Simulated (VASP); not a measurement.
# BN (C2/m) in VASP: further runs, part 3 of 3

VASP 6.6.1. Earlier steps stand in the parts before.

## 5. Single point, r2SCAN (strain +0.0375 x Voigt [0, 0, 0, 1, 0, 0])

Input file POSCAR:

```
BN
1.0
    2.5009753125      0.0000000000      0.0000000000
   -1.2504876563      2.1659081548      0.0406107779
    0.0000000000      0.1288905312      6.8741616654
B N
2 2
Direct
    0.3333333333      0.6666666667      0.2500000000
    0.6666666667      0.3333333333      0.7500000000
    0.3333333333      0.6666666667      0.7500000000
    0.6666666667      0.3333333333      0.2500000000
```

Input file INCAR.step1:

```
ALGO     = Normal         # electronic algorithm
EDIFF    = 1E-4           # SCF threshold, eV
ENCUT    = 520            # plane-wave cutoff, eV
GGA      = PE             # functional
ISMEAR   = 0              # smearing method
LASPH    = T              # aspherical terms in the spheres
LCHARG   = F              # write CHGCAR
LREAL    = F              # projectors in reciprocal space
LWAVE    = T              # write WAVECAR
NBANDS   = 16             # bands
NELM     = 100            # most SCF steps
PREC     = Accurate       # precision mode
SIGMA    = 0.05           # smearing width, eV
```

Input file INCAR.step2:

```
ALGO     = Normal         # electronic algorithm
EDIFF    = 1E-6           # SCF threshold, eV
ENCUT    = 520            # plane-wave cutoff, eV
ISIF     = 2              # what is computed and relaxed
ISMEAR   = 0              # smearing method
ISTART   = 1            
LASPH    = T              # aspherical terms in the spheres
LCHARG   = F              # write CHGCAR
LMIXTAU  = T            
LREAL    = F              # projectors in reciprocal space
LWAVE    = F              # write WAVECAR
METAGGA  = R2SCAN         # meta-GGA
NBANDS   = 16             # bands
NELM     = 100            # most SCF steps
PREC     = Accurate       # precision mode
SIGMA    = 0.05           # smearing width, eV
```

Input file KPOINTS:

```
k-points
0
Gamma
  12 12 4
```

Potentials or basis: VASP PAW PBE potentials, release 64 (B, N).

Launch:

```bash
$ cat potpaw_PBE.64/B/POTCAR potpaw_PBE.64/N/POTCAR > POTCAR
$ cp INCAR.step1 INCAR
$ mpirun -np 1 vasp_std > vasp.out
$ cp INCAR.step2 INCAR
$ mpirun -np 1 vasp_std > vasp.out
```

OUTCAR:

```text
EDIFF = 1E-6
   ENCUT = 520
   ISIF = 2
   ISMEAR = 0
   ISTART = 1
   LASPH = T
   LREAL = F
   METAGGA = R2SCAN
   NELM = 100
   PREC = Accurate

 ion  position               nearest neighbor table
   1  0.333  0.667  0.250-   4 1.44   4 1.44   4 1.44
   2  0.667  0.333  0.750-   3 1.44   3 1.44   3 1.44
   3  0.333  0.667  0.750-   2 1.44   2 1.44   2 1.44
   4  0.667  0.333  0.250-   1 1.44   1 1.44   1 1.44

  LATTYP: Found a base centered monoclinic cell.
 ALAT       =     4.3325776948
 B/A-ratio  =     0.5772488086
 C/A-ratio  =     1.5869005457
 COS(beta)  =    -0.0374868210

  Lattice vectors:

 A1 = (  -1.2504876562,  -2.1659081548,  -0.0406107779)
 A2 = (   1.2504876563,  -2.1659081548,  -0.0406107779)
 A3 = (   0.0000000000,   0.1288905312,   6.8741616654)

Analysis of symmetry for initial positions (statically):
=====================================================================
 Subroutine PRICEL returns:
 Original cell was already a primitive cell.

 Routine SETGRP: Setting up the symmetry group for a
 base centered monoclinic supercell.

 Subroutine GETGRP returns: Found  4 space group operations
 (whereof  4 operations were pure point group operations)
 out of a pool of  4 trial point group operations.

The static configuration has the point symmetry C_2h.

Analysis of symmetry for dynamics (positions and initial velocities):
=====================================================================
 Subroutine PRICEL returns:
 Original cell was already a primitive cell.

 Routine SETGRP: Setting up the symmetry group for a
 base centered monoclinic supercell.

 Subroutine GETGRP returns: Found  4 space group operations
 (whereof  4 operations were pure point group operations)
 out of a pool of  4 trial point group operations.

[... 116 lines left out ...]
   NUPDOWN=      -1.0000    fix difference up-down
   EMIN   =  10.00;   EMAX   =-10.00  energy-range for DOS
   EFERMI =   0.00;   METHOD = LEGACY
   ISMEAR =     0;   SIGMA  =   0.05  broadening in eV -4-tet -1-fermi 0-gaus
   EFERMI_NEDOS =   21; number of points for ismear=-14 and -15
   IALGO  =     38    algorithm
   IMIX   =      4    mixing-type and parameters
     AMIX     =   0.40;   BMIX     =  1.00
     AMIX_MAG =   1.60;   BMIX_MAG =  1.00
  volume/ion in A,a.u.               =       9.31        62.80
  Fermi-wavevector in a.u.,A,eV,Ry     =   1.235500  2.334756 20.768745  1.526460
  Thomas-Fermi vector in A             =   2.370147
   LORBIT       =      0    0 simple, 1 ext, 2 COOP (PROOUT), +10 PAW based schemes
   METAGGA = R2SCAN    functional components
   LHFCALC =     F    Hartree Fock is set to
   AEXX    =    0.0000 exact exchange contribution
   IVDW    =     0    specifies the selected vdW correction
   LEPSILON=     F    determine dielectric tensor
   LRPA    =     F    only Hartree local field effects (RPA)
 non-spin polarized calculation
 Gauss-broadening in eV      SIGMA  =   0.05
  energy-cutoff  :      520.00
  volume of cell :       37.22
 maximum number of plane-waves:      1016
   NGX =  9   NGY =  9   NGZ = 25

 number of electron      16.0000001 magnetization

 Free energy of the ion-electron system (eV)
  ---------------------------------------------------
  ext. energy  EPLUGINS =         0.00000000
  ---------------------------------------------------
  free energy    TOTEN  =       -38.59552803 eV

  energy without entropy =      -38.59552803  energy(sigma->0) =      -38.59552803

 E-fermi :   2.0010     XC(G=0): -10.5149

 val. band max:        1.8036992459   @ k =   0.3333   0.3333   0.5000
 cond. band min:       6.6839524978   @ k =   0.0000   0.5000  -0.0000
 fundamental gap:      4.8802532519
 Fermi energy:         2.0009795522

 k-point     1 :       0.0000    0.0000    0.0000
  band No.  band energies     occupation
      1     -17.0268      2.00000
      2     -16.8042      2.00000
      3      -4.4941      2.00000
      4      -2.6430      2.00000
      5       0.4069      2.00000
      6       0.4073      2.00000
[... 433 lines left out ...]
      3      -7.1768      2.00000
      4      -7.1153      2.00000
      5      -3.9487      2.00000
      6      -3.8931      2.00000
[... 8 lines left out ...]
     15      17.0952      0.00000
     16      20.1299      0.00000

 [... further k-points ...]
[... 5 lines left out ...]
  --------------------------------------------------------------------------------------
  -------------------------------------------------------------------------------------
  Total        0.1474625      0.1172424     -0.0489943     -0.0000000     -0.0306618      0.0000000
  in kB        6.3471071      5.0463648     -2.1088210     -0.0000000     -1.3197519      0.0000000
  external PRESSURE =       3.0948836 kB  Pullay stress =       0.0000000 kB

 VOLUME and BASIS-vectors are now :
 -----------------------------------------------------------------------------
  energy-cutoff  :      520.00
  volume of cell :       37.22
      direct lattice vectors                 reciprocal lattice vectors
     2.500975313  0.000000000  0.000000000     0.399844011  0.230931234 -0.004329961
    -1.250487656  2.165908155  0.040610778     0.000000000  0.461862468 -0.008659921
     0.000000000  0.128890531  6.874161665     0.000000000 -0.002728565  0.145523445

 POSITION                                       TOTAL-FORCE (eV/Angst)
 -----------------------------------------------------------------------------------
     -0.00000      1.47616      1.74561        -0.000000      0.001444     -0.000037
      1.25049      0.81864      5.16916         0.000000     -0.001444      0.000037
     -0.00000      1.54061      5.18270        -0.000000      0.000247      0.000136
      1.25049      0.75419      1.73208         0.000000     -0.000247     -0.000136
 -----------------------------------------------------------------------------------
    total drift:                                0.000000     -0.000000     -0.000000

  FREE ENERGIE OF THE ION-ELECTRON SYSTEM (eV)
  ---------------------------------------------------
  free  energy   TOTEN  =       -38.5955280315 eV

  energy  without entropy=      -38.5955280315  energy(sigma->0) =      -38.59552803
```

It took 5.1 min on 1 thread of Intel Xeon Platinum 8259CL at 2.50GHz (Skylake/Cascade Lake), shared host; peak memory 0.21 GiB.

What came out:

```yaml
Free_energy: -38.5955 eV
Pressure: 0.3 GPa
Band_gap_on_the_k_mesh: 4.88 eV, indirect (least direct gap 5.21 eV)
```

Caveat: the cell differs from its parent crystal (strain +0.0375 x Voigt [0, 0, 0, 1, 0, 0]); the PAW data sets were made with another functional, which shifts forces and pressure a little.

## 6. Overview

| cell | gap on the mesh (eV) | pressure (GPa) |
| --- | --- | --- |
| a = 2.501, b = 2.502, c = 6.877 Å, angles 93.0, 90.0, 120.0°, 4 atoms | 4.85 | 0.2 |
| a = 2.501, b = 2.501, c = 6.876 Å, angles 87.8, 90.0, 120.0°, 4 atoms | 4.87 | 0.3 |
| a = 2.501, b = 2.502, c = 6.877 Å, angles 87.4, 90.0, 120.0°, 4 atoms | 4.86 | 0.3 |
| a = 2.501, b = 2.501, c = 6.875 Å, angles 88.1, 90.0, 120.0°, 4 atoms | 4.88 | 0.3 |

Alike in all rows: task single point; level r2SCAN; potentials or basis VASP PAW PBE potentials, release 64 (B, N); no spin polarisation; k mesh 12 × 12 × 4; cutoff (eV) 520; smearing gaussian 0.05 eV.

Caveats: the PAW data sets were made with another functional, which shifts forces and pressure a little.

Absolute energies hang on the potentials; compare differences alone.
